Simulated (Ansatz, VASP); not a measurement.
**V: VASP beside Ansatz**

```
CELL_PARAMETERS angstrom
-1.44385 1.44385 1.44385
1.44385 -1.44385 1.44385
1.44385 1.44385 -1.44385
ATOMIC_POSITIONS crystal
V 0.00000 0.00000 0.00000
```

Alike in both runs: task single point; functional revPBE; k mesh 24 × 24 × 24; occupations fermi-dirac, width 0.05 eV; collinear spin.

```csv
,VASP,Ansatz
version,VASP 6.6.1,Ansatz 0.2.0
potentials or method,"VASP PAW PBE potentials, release 64 (V_sv), cutoff 520 eV","plane waves (420 eV) with PAW, scalar-relativistic"
valence electrons in the cell,13,13
```

```tsv
	VASP	Ansatz	Ansatz less VASP
net moment per atom (μB)	0.00	0.00	-0.001
```

VASP's potentials were made for PBE, not for revPBE. The functional is the same, so the differences come from potentials, cutoffs and numerics. Ansatz's warnings: seeded moment not kept.
